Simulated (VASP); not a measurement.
# TiAl6Ni5 (P4/mmm) in VASP: further runs, part 2 of 2

VASP 6.6.1. Earlier steps stand in the parts before.

### Step 3. Single point, PBE, collinear spin, ferromagnetic start

This run uses another cell than the first one, of 13.19 Å³/atom.

Contents of INCAR:

```
SYSTEM = TiAl6Ni5
ALGO = Fast
EDIFF = 1E-6
ENCUT = 520
GGA = PE
ISIF = 2
ISMEAR = 0
ISPIN = 2
LASPH = .TRUE.
LCHARG = .FALSE.
LMAXMIX = 4
LORBIT = 11
LREAL = .FALSE.
LWAVE = .FALSE.
MAGMOM = 0 0 0 0 0 0 0 2 2 2 2 2
NBANDS = 56
NELM = 150
PREC = Accurate
SIGMA = 0.1
```

Contents of KPOINTS:

```
k-points
0
G
  6 6 1
  0 0 0
```

Contents of POSCAR:

```
TiAl6Ni5
1.0
    2.9765290000      0.0000000000      0.0000000000
    0.0000000000      2.9765290000      0.0000000000
    0.0000000000      0.0000000000     17.8591740000
Ti Al Ni
1 6 5
Direct
    0.5000000000      0.5000000000      0.0000000000
    0.0000000000      0.0000000000      0.7500000000
    0.0000000000      0.0000000000      0.5833333300
    0.0000000000      0.0000000000      0.4166666700
    0.0000000000      0.0000000000      0.2500000000
    0.0000000000      0.0000000000      0.0833333300
    0.0000000000      0.0000000000      0.9166666700
    0.5000000000      0.5000000000      0.6666666700
    0.5000000000      0.5000000000      0.5000000000
    0.5000000000      0.5000000000      0.3333333300
    0.5000000000      0.5000000000      0.1666666700
    0.5000000000      0.5000000000      0.8333333300
```

Potentials or basis: VASP PAW PBE potentials, release 64 (Ti_sv, Al, Ni).

The run is started by

```
cat potpaw_PBE.64/Ti_sv/POTCAR potpaw_PBE.64/Al/POTCAR potpaw_PBE.64/Ni/POTCAR > POTCAR
mpirun -np 1 vasp_std > vasp.out
```

OUTCAR:

```text
SYSTEM = TiAl6Ni5
   EDIFF = 1E-6
   ENCUT = 520
   GGA = PE
   ISIF = 2
   ISMEAR = 0
   ISPIN = 2
   LASPH = .TRUE.
   LORBIT = 11
   LREAL = .FALSE.
   NELM = 150
   PREC = Accurate

 ion  position               nearest neighbor table
   1  0.500  0.500  0.000-   6 2.58   7 2.58   6 2.58   7 2.58   6 2.58   7 2.58   6 2.58   7 2.58
                            11 2.98  12 2.98
   2  0.000  0.000  0.750-   8 2.58  12 2.58   8 2.58  12 2.58   8 2.58  12 2.58   8 2.58  12 2.58
                             3 2.98   7 2.98
   3  0.000  0.000  0.583-   9 2.58   9 2.58   9 2.58   9 2.58   8 2.58   8 2.58   8 2.58   8 2.58
                             4 2.98   2 2.98
   4  0.000  0.000  0.417-   9 2.58   9 2.58   9 2.58   9 2.58  10 2.58  10 2.58  10 2.58  10 2.58
                             3 2.98   5 2.98
   5  0.000  0.000  0.250-  10 2.58  11 2.58  10 2.58  11 2.58  10 2.58  11 2.58  10 2.58  11 2.58
                             4 2.98   6 2.98
   6  0.000  0.000  0.083-   1 2.58   1 2.58   1 2.58   1 2.58  11 2.58  11 2.58  11 2.58  11 2.58
                             7 2.98   5 2.98
   7  0.000  0.000  0.917-   1 2.58   1 2.58   1 2.58   1 2.58  12 2.58  12 2.58  12 2.58  12 2.58
                             6 2.98   2 2.98
   8  0.500  0.500  0.667-   2 2.58   2 2.58   2 2.58   2 2.58   3 2.58   3 2.58   3 2.58   3 2.58
                            12 2.98   9 2.98
   9  0.500  0.500  0.500-   3 2.58   4 2.58   3 2.58   4 2.58   3 2.58   4 2.58   3 2.58   4 2.58
                             8 2.98  10 2.98
  10  0.500  0.500  0.333-   5 2.58   5 2.58   5 2.58   5 2.58   4 2.58   4 2.58   4 2.58   4 2.58
                            11 2.98   9 2.98
  11  0.500  0.500  0.167-   5 2.58   5 2.58   5 2.58   5 2.58   6 2.58   6 2.58   6 2.58   6 2.58
                            10 2.98   1 2.98
  12  0.500  0.500  0.833-   2 2.58   2 2.58   2 2.58   2 2.58   7 2.58   7 2.58   7 2.58   7 2.58
                             8 2.98   1 2.98

  LATTYP: Found a simple tetragonal cell.
 ALAT       =     2.9765290000
 C/A-ratio  =     6.0000000000

  Lattice vectors:

 A1 = (   2.9765290000,   0.0000000000,   0.0000000000)
 A2 = (   0.0000000000,   2.9765290000,   0.0000000000)
 A3 = (   0.0000000000,   0.0000000000,  17.8591740000)

Analysis of symmetry for initial positions (statically):
=====================================================================
 Subroutine PRICEL returns:
 Original cell was already a primitive cell.

 Routine SETGRP: Setting up the symmetry group for a
 simple tetragonal supercell.

 Subroutine GETGRP returns: Found 16 space group operations
 (whereof 16 operations were pure point group operations)
 out of a pool of 16 trial point group operations.

The static configuration has the point symmetry D_4h.

Analysis of symmetry for dynamics (positions and initial velocities):
=====================================================================
 Subroutine PRICEL returns:
 Original cell was already a primitive cell.

 Routine SETGRP: Setting up the symmetry group for a
 simple tetragonal supercell.

 Subroutine GETGRP returns: Found 16 space group operations
 (whereof 16 operations were pure point group operations)
 out of a pool of 16 trial point group operations.

The dynamic configuration has the point symmetry D_4h.

Analysis of structural, dynamic, and magnetic symmetry:
=====================================================================
 Subroutine PRICEL returns:
 Original cell was already a primitive cell.
[... 142 lines left out ...]
   LEPSILON=     F    determine dielectric tensor
   LRPA    =     F    only Hartree local field effects (RPA)
 spin polarized calculation
 RMM-DIIS sequential band-by-band and
 Gauss-broadening in eV      SIGMA  =   0.10
  energy-cutoff  :      520.00
  volume of cell :      158.23
 maximum number of plane-waves:      4307
 NGX is ok and might be reduce to    24
   NGX = 11   NGY = 11   NGZ = 67

 number of electron      79.9999953 magnetization      -0.0009134

 number of electron      79.9999953 magnetization       0.0006787

 Free energy of the ion-electron system (eV)
  ---------------------------------------------------
  ext. energy  EPLUGINS =         0.00000000
  ---------------------------------------------------
  free energy    TOTEN  =       -63.79255804 eV

  energy without entropy =      -63.74466729  energy(sigma->0) =      -63.76861267

 E-fermi :   9.1946     XC(G=0): -11.6501

 val. band max:        9.1893105839   @ k =   0.3333   0.3333   0.0000
 cond. band min:       9.2069996591   @ k =   0.3333   0.0000   0.0000
 fundamental gap:      0.0176890752
 Fermi energy:         9.1946437348

 spin component 1

 k-point     1 :       0.0000    0.0000    0.0000
  band No.  band energies     occupation
      1     -47.1913      1.00000
      2     -23.5853      1.00000
      3     -23.3420      1.00000
      4     -23.3420      1.00000
      5      -1.2589      1.00000
      6      -0.8327      1.00000
[... 539 lines left out ...]
     51      11.4049      0.00000
     52      11.5375      0.00000
 Fermi energy:         9.1946437348

 spin component 2

 k-point     1 :       0.0000    0.0000    0.0000
  band No.  band energies     occupation
      1     -47.1913      1.00000
      2     -23.5853      1.00000
      3     -23.3420      1.00000
      4     -23.3420      1.00000
      5      -1.2589      1.00000
      6      -0.8327      1.00000
[... 539 lines left out ...]
     51      11.4049      0.00000
     52      11.5374      0.00000
 [bands above 52 left out]

------------------------ aborting loop because EDIFF is reached ----------------------------------------

  FORCE on cell =-STRESS in cart. coord.  units (eV):
  Direction    XX          YY          ZZ          XY          YZ          ZX
  --------------------------------------------------------------------------------------
  -------------------------------------------------------------------------------------
  Total       -4.7713682     -4.7713682      0.2549819      0.0000000     -0.0000000     -0.0000000
  in kB      -48.3138797    -48.3138797      2.5818939      0.0000000     -0.0000000     -0.0000000
  external PRESSURE =     -31.3486218 kB  Pullay stress =       0.0000000 kB

 VOLUME and BASIS-vectors are now :
 -----------------------------------------------------------------------------
  energy-cutoff  :      520.00
  volume of cell :      158.23
      direct lattice vectors                 reciprocal lattice vectors
     2.976529000  0.000000000  0.000000000     0.335961786  0.000000000  0.000000000
     0.000000000  2.976529000  0.000000000     0.000000000  0.335961786  0.000000000
     0.000000000  0.000000000 17.859174000     0.000000000  0.000000000  0.055993631

 POSITION                                       TOTAL-FORCE (eV/Angst)
 -----------------------------------------------------------------------------------
      1.48826      1.48826      0.00000         0.000000     -0.000000      0.000000
      0.00000      0.00000     13.39438         0.000000     -0.000000     -0.136098
      0.00000      0.00000     10.41785        -0.000000     -0.000000      0.025799
      0.00000      0.00000      7.44132         0.000000     -0.000000     -0.025799
      0.00000      0.00000      4.46479        -0.000000     -0.000000      0.136098
      0.00000      0.00000      1.48826         0.000000      0.000000      2.478691
      0.00000      0.00000     16.37091        -0.000000      0.000000     -2.478691
      1.48826      1.48826     11.90612         0.000000     -0.000000      0.048004
      1.48826      1.48826      8.92959         0.000000     -0.000000      0.000000
      1.48826      1.48826      5.95306         0.000000     -0.000000     -0.048004
      1.48826      1.48826      2.97653         0.000000     -0.000000      0.194413
      1.48826      1.48826     14.88264         0.000000     -0.000000     -0.194413
 -----------------------------------------------------------------------------------
    total drift:                                0.000000     -0.000000      0.000000

  FREE ENERGIE OF THE ION-ELECTRON SYSTEM (eV)
  ---------------------------------------------------
  free  energy   TOTEN  =       -63.7925580357 eV

  energy  without entropy=      -63.7446672947  energy(sigma->0) =      -63.76861267

 total charge

# of ion       s       p       d       tot
------------------------------------------
    1        2.226   6.177   2.126  10.529
    2        0.378   0.375   0.000   0.752
    3        0.378   0.374   0.000   0.752
    4        0.378   0.374   0.000   0.752
    5        0.378   0.375   0.000   0.752
    6        0.423   0.425   0.000   0.849
    7        0.423   0.425   0.000   0.849
    8        0.439   0.435   8.434   9.309
    9        0.443   0.432   8.434   9.309
   10        0.439   0.435   8.434   9.309
   11        0.445   0.438   8.432   9.315
   12        0.445   0.438   8.432   9.315
--------------------------------------------------
tot          6.795  10.704  44.293  61.792

 magnetization (x)

# of ion       s       p       d       tot
------------------------------------------
    1       -0.000   0.000  -0.000  -0.000
    2        0.000   0.000   0.000   0.000
    3        0.000   0.000   0.000   0.000
    4        0.000   0.000   0.000   0.000
    5        0.000   0.000   0.000   0.000
    6        0.000  -0.000   0.000  -0.000
    7        0.000  -0.000   0.000  -0.000
    8        0.000   0.000   0.000   0.000
    9        0.000   0.000   0.000   0.000
   10        0.000   0.000   0.000   0.000
   11       -0.000  -0.000   0.000   0.000
   12       -0.000  -0.000   0.000   0.000
--------------------------------------------------
tot          0.000   0.000   0.000   0.001
```

Run time: 8.9 min. Hardware: 1 thread of Intel Xeon Platinum 8259CL at 2.50GHz (Skylake/Cascade Lake), shared host; peak memory 0.39 GiB.

Results:

```yaml
Free_energy: -63.7926 eV
Pressure: -3.1 GPa
Largest_force: 2.479 eV/Å
Band_gap_on_the_k_mesh: zero (filled and empty bands overlap)
Net_moment: 0.00 μB per cell
Valence_electrons_inside_the_program's_atomic_spheres: Ti 10.53; Al 0.75, 0.85 (each value once); Ni 9.31
```

Forces in eV/Å, atoms in the order of the input:
```
Ti   0.000  0.000  0.000
Al   0.000  0.000 -0.136
Al   0.000  0.000  0.026
Al   0.000  0.000 -0.026
Al   0.000  0.000  0.136
Al   0.000  0.000  2.479
Al   0.000  0.000 -2.479
Ni   0.000  0.000  0.048
Ni   0.000  0.000  0.000
Ni   0.000  0.000 -0.048
Ni   0.000  0.000  0.194
Ni   0.000  0.000 -0.194
```

Stress tensor (GPa, compression positive):
```
-4.83  0.00  0.00
 0.00 -4.83  0.00
 0.00  0.00  0.26
```

Caveat: the stress differs along the axes, from -5 to 0 GPa; the moments typed at the start vanished in this run; forces of over 1 eV/Å act on the atoms, so gaps and moduli don't describe the material at rest.

The gap in the log of VASP goes by the Fermi energy; the results here count the filled bands.